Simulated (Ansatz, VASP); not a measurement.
**One calculation of C, two programs**

```
C
1.0
     1.23328   -2.13604    0.00000
     1.23328    2.13604    0.00000
     0.00000    0.00000    8.70703
C
4
Direct
  0.10332 0.89668 0.79935
  0.56334 0.43666 0.20065
  0.89668 0.10332 0.20065
  0.43666 0.56334 0.79935
```

Change from the starting cell: mode 1 frozen in at -0.085 Å and mode 6 at +0.427 Å (largest displacements).

Alike in both runs: task single point; functional PBE; k mesh 18 × 18 × 6; occupations gaussian, width 0.15 eV; no spin polarisation.

```csv
,VASP,Ansatz
version,VASP 6.6.1,Ansatz 0.2.0
potentials or method,"VASP PAW PBE potentials, release 64 (C), cutoff 520 eV","scalar-relativistic, plane waves, PAW"
valence electrons in the cell,16,16
```

|  | VASP | Ansatz | Ansatz less VASP |
| --- | --- | --- | --- |
| gap on the k mesh at the Fermi level (eV) | 0.16 | 0.16 | 0.000 |
| least direct gap on the mesh (eV) | 0.16 | 0.16 | 0.000 |
| pressure (GPa) | 0.6 | 0.2 | -0.34 |
| traceless stress, the component that is largest in VASP (GPa) | 0.24 | 0.65 | +0.414 |
| rms of the force components (eV/Å) | 0.022 | 0.022 | -0.0001 |

Atom by atom the forces differ by 0.000 eV/Å (rms over components). The functional is the same, so the differences come from potentials, cutoffs and numerics.
